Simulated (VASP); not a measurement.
# ZnO (zincite) (P6_3mc) in VASP: further runs

The runs below take ZnO (zincite) through single point, relaxation of shape and atoms at fixed volume, with PBE.

Program: VASP 6.6.1. These are calculated values, not measurements. Logs are shortened: lines on timing, memory, paths and dates and some standing lists are left out, and cuts for length are marked.

### 1 The cell of the first run

Symmetry: P6_3mc, No. 186, hexagonal system. The conventional cell has a = 3.242 Å, b = 3.242 Å, c = 5.229 Å, α = 90.00°, β = 90.00°, γ = 120.00°. Zn (site symmetry 3m) has 4 O at 1.98 Å within 2.6 Å. O (site symmetry 3m) has 4 Zn at 1.98 Å within 2.6 Å.

### 2 Single point, PBE

Input file INCAR:

```
PREC     = Accurate       # precision mode
ENCUT    = 520            # plane-wave cutoff, eV
EDIFF    = 1E-7           # SCF threshold, eV
ISMEAR   = 0              # smearing method
SIGMA    = 0.05           # smearing width, eV
LREAL    = False          # projectors in reciprocal space
LASPH    = True           # aspherical terms in the spheres
NELM     = 100            # most SCF steps
ALGO     = Normal         # electronic algorithm
ISIF     = 2              # what is computed and relaxed
LWAVE    = False          # write WAVECAR
LCHARG   = False          # write CHGCAR
GGA      = PE             # functional
NBANDS   = 26             # bands
```

Input file KPOINTS:

```
regular mesh
0
Gamma
  12 12 8
```

Input file POSCAR:

```
ZnO
1.0
    3.2419720692      0.0000000000      0.0000000000
   -1.6209860346      2.8076301703      0.0000000000
    0.0000000000      0.0000000000      5.2292945996
Zn O
2 2
Direct
    0.3333333333      0.6666666667      0.4999246585
    0.6666666667      0.3333333333     -0.0000753415
    0.6666666667      0.3333333333      0.3790853415
    0.3333333333      0.6666666667      0.8790853415
```

Potentials or basis: VASP PAW PBE potentials, release 64 (Zn, O).

Launch:

```bash
$ cat potpaw_PBE.64/Zn/POTCAR potpaw_PBE.64/O/POTCAR > POTCAR
$ mpirun -np 1 vasp_std > vasp.out
```

OUTCAR:

```text
PREC = Accurate
   ENCUT = 520
   EDIFF = 1E-7
   ISMEAR = 0
   LREAL = False
   LASPH = True
   NELM = 100
   ISIF = 2
   GGA = PE

 ion  position               nearest neighbor table
   1  0.333  0.667  0.500-   3 1.98   3 1.98   3 1.98   4 1.98
   2  0.667  0.333  1.000-   4 1.98   4 1.98   4 1.98   3 1.98
   3  0.667  0.333  0.379-   1 1.98   1 1.98   1 1.98   2 1.98
   4  0.333  0.667  0.879-   2 1.98   2 1.98   2 1.98   1 1.98

  LATTYP: Found a hexagonal cell.
 ALAT       =     3.2419720692
 C/A-ratio  =     1.6129980419

  Lattice vectors:

 A1 = (   3.2419720692,   0.0000000000,   0.0000000000)
 A2 = (  -1.6209860346,   2.8076301703,   0.0000000000)
 A3 = (   0.0000000000,   0.0000000000,   5.2292945996)

Analysis of symmetry for initial positions (statically):
=====================================================================
 Subroutine PRICEL returns:
 Original cell was already a primitive cell.

 Routine SETGRP: Setting up the symmetry group for a
 hexagonal supercell.

 Subroutine GETGRP returns: Found 12 space group operations
 (whereof  6 operations were pure point group operations)
 out of a pool of 24 trial point group operations.

The static configuration has the point symmetry C_3v.
 The point group associated with its full space group is C_6v.

Analysis of symmetry for dynamics (positions and initial velocities):
=====================================================================
 Subroutine PRICEL returns:
 Original cell was already a primitive cell.

 Routine SETGRP: Setting up the symmetry group for a
 hexagonal supercell.

 Subroutine GETGRP returns: Found 12 space group operations
 (whereof  6 operations were pure point group operations)
 out of a pool of 24 trial point group operations.

The dynamic configuration has the point symmetry C_3v.
 The point group associated with its full space group is C_6v.

 Subroutine INISYM returns: Found 12 space group operations
 (whereof  6 operations are pure point group operations),
 and found     1 'primitive' translations

----------------------------------------------------------------------------------------

                                     Primitive cell

  volume of cell :      47.5984
[... 82 lines left out ...]
   NGXF,Y,Z  is equivalent  to a cutoff of  24.61, 24.61, 25.43 a.u.
 SYSTEM =  unknown system
   PREC   = accura    normal or accurate (medium, high low for compatibility)
   ISTART =      0    job   : 0-new  1-cont  2-samecut
   ICHARG =      2    charge: 1-file 2-atom 10-const
   ISPIN  =      1    spin polarized calculation?
   LNONCOLLINEAR =      F non collinear calculations
   LSORBIT =      F    spin-orbit coupling
   LASPH  =      T    aspherical Exc in radial PAW
   ENCUT  =  520.0 eV  38.22 Ry    6.18 a.u.   6.03  6.03  9.72*2*pi/ulx,y,z
   NELM   =    100;   NELMIN=  2; NELMDL= -5     # of ELM steps
   EDIFF  = 0.1E-06   stopping-criterion for ELM
   LREAL  =      F    real-space projection
   EDIFFG = 0.1E-05   stopping-criterion for IOM
   NSW    =      0    number of steps for IOM
   IBRION =     -1    ionic relax: 0-MD 1-quasi-New 2-CG
   NFREE  =      0    steps in history (QN), initial steepest desc. (CG)
   ISIF   =      2    stress and relaxation
   ISYM   =      2    0-nonsym 1-usesym 2-fastsym
   POTIM  = 0.5000    time-step for ionic-motion
   TEBEG  =    0.0;   TEEND  =   0.0 temperature during run
   PSTRESS=    0.0 pullay stress
   NELECT =      36.0000    total number of electrons
   NUPDOWN=      -1.0000    fix difference up-down
   EMIN   =  10.00;   EMAX   =-10.00  energy-range for DOS
   EFERMI =   0.00;   METHOD = LEGACY
   ISMEAR =     0;   SIGMA  =   0.05  broadening in eV -4-tet -1-fermi 0-gaus
   EFERMI_NEDOS =   21; number of points for ismear=-14 and -15
   IALGO  =     38    algorithm
   IMIX   =      4    mixing-type and parameters
     AMIX     =   0.40;   BMIX     =  1.00
     AMIX_MAG =   1.60;   BMIX_MAG =  1.00
  volume/ion in A,a.u.               =      11.90        80.30
  Fermi-wavevector in a.u.,A,eV,Ry     =   1.491574  2.818667 30.270160  2.224794
  Thomas-Fermi vector in A             =   2.604212
   LORBIT       =      0    0 simple, 1 ext, 2 COOP (PROOUT), +10 PAW based schemes
   GGA     = PE    functional components
   LHFCALC =     F    Hartree Fock is set to
   AEXX    =    0.0000 exact exchange contribution
   IVDW    =     0    specifies the selected vdW correction
   LEPSILON=     F    determine dielectric tensor
   LRPA    =     F    only Hartree local field effects (RPA)
 non-spin polarized calculation
 Gauss-broadening in eV      SIGMA  =   0.05
  energy-cutoff  :      520.00
  volume of cell :       47.60
 maximum number of plane-waves:      1314
   NGX = 13   NGY = 13   NGZ = 19

 number of electron      36.0000022 magnetization

 Free energy of the ion-electron system (eV)
  ---------------------------------------------------
  ext. energy  EPLUGINS =         0.00000000
  ---------------------------------------------------
  free energy    TOTEN  =       -17.82372503 eV

  energy without entropy =      -17.82372503  energy(sigma->0) =      -17.82372503

 E-fermi :   1.4984     XC(G=0): -10.9120

 val. band max:        1.2076928290   @ k =   0.0000   0.0000   0.0000
 cond. band min:       1.9881993998   @ k =   0.0000   0.0000   0.0000
 fundamental gap:      0.7805065708
 Fermi energy:         1.4983951099

 k-point     1 :       0.0000    0.0000    0.0000
  band No.  band energies     occupation
      1     -16.8879      2.00000
      2     -16.1674      2.00000
      3      -4.4922      2.00000
      4      -4.4922      2.00000
      5      -4.4473      2.00000
      6      -4.4401      2.00000
[... 685 lines left out ...]
     25      14.6321      0.00000
     26      15.2703      0.00000

 [... further k-points ...]
[... 5 lines left out ...]
  --------------------------------------------------------------------------------------
  -------------------------------------------------------------------------------------
  Total        1.7684127      1.7684127      1.7873904      0.0000000      0.0000000      0.0000000
  in kB       59.5253458     59.5253458     60.1641409      0.0000000      0.0000000      0.0000000
  external PRESSURE =      59.7382775 kB  Pullay stress =       0.0000000 kB

 VOLUME and BASIS-vectors are now :
 -----------------------------------------------------------------------------
  energy-cutoff  :      520.00
  volume of cell :       47.60
      direct lattice vectors                 reciprocal lattice vectors
     3.241972069  0.000000000  0.000000000     0.308454231  0.178086133  0.000000000
    -1.620986035  2.807630170  0.000000000     0.000000000  0.356172266  0.000000000
     0.000000000  0.000000000  5.229294600     0.000000000  0.000000000  0.191230381

 POSITION                                       TOTAL-FORCE (eV/Angst)
 -----------------------------------------------------------------------------------
     -0.00000      1.87175      2.61425         0.000000      0.000000     -0.001040
      1.62099      0.93588      5.22890         0.000000     -0.000000     -0.001040
      1.62099      0.93588      1.98235        -0.000000     -0.000000      0.001040
     -0.00000      1.87175      4.59700         0.000000      0.000000      0.001040
 -----------------------------------------------------------------------------------
    total drift:                                0.000000      0.000000     -0.000435

  FREE ENERGIE OF THE ION-ELECTRON SYSTEM (eV)
  ---------------------------------------------------
  free  energy   TOTEN  =       -17.8237250345 eV

  energy  without entropy=      -17.8237250345  energy(sigma->0) =      -17.82372503
```

OSZICAR:

```text
N       E                     dE             d eps       ncg     rms          rms(c)
DAV:   1     0.294237508258E+03    0.29424E+03   -0.18279E+04  5036   0.203E+03
DAV:   2     0.106429466665E+02   -0.28359E+03   -0.26601E+03  5166   0.409E+02
DAV:   3    -0.204527804649E+02   -0.31096E+02   -0.30680E+02  5468   0.138E+02
DAV:   4    -0.210627456329E+02   -0.60997E+00   -0.60859E+00  5564   0.197E+01
DAV:   5    -0.210657597505E+02   -0.30141E-02   -0.30140E-02  5368   0.143E+00    0.147E+01
DAV:   6    -0.176512337316E+02    0.34145E+01   -0.66108E+00  7818   0.615E+01    0.902E+00
DAV:   7    -0.178615473282E+02   -0.21031E+00   -0.29463E+00  5074   0.170E+01    0.540E+00
DAV:   8    -0.178721102817E+02   -0.10563E-01   -0.50223E-01  7298   0.753E+00    0.164E+00
DAV:   9    -0.178208967049E+02    0.51214E-01   -0.10415E-01  7238   0.639E+00    0.295E-01
DAV:  10    -0.178236193944E+02   -0.27227E-02   -0.37395E-02  5010   0.133E+00    0.132E-01
DAV:  11    -0.178236849139E+02   -0.65520E-04   -0.55830E-04  5426   0.247E-01    0.312E-02
DAV:  12    -0.178237221937E+02   -0.37280E-04   -0.92372E-05  5596   0.251E-01    0.188E-02
DAV:  13    -0.178237309778E+02   -0.87841E-05   -0.21899E-05  5680   0.995E-02    0.206E-02
DAV:  14    -0.178237251491E+02    0.58287E-05   -0.13619E-05  6208   0.403E-02    0.241E-03
DAV:  15    -0.178237250850E+02    0.64090E-07   -0.33466E-06  5040   0.166E-02    0.130E-03
DAV:  16    -0.178237250345E+02    0.50559E-07   -0.52945E-08  2764   0.283E-03
   1 F= -.17823725E+02 E0= -.17823725E+02  d E =-.102328E-18
```

Wall time 36 s (1 thread of Intel Xeon 6975P-C (Granite Rapids), shared host); peak memory 0.22 GiB.

What came out:

| Quantity | Value |
| --- | --- |
| Free energy | -17.8237 eV |
| Pressure | 6.0 GPa |
| Band gap on the k mesh | 0.78 eV, direct |

(Part 1 of 2 ends here.)
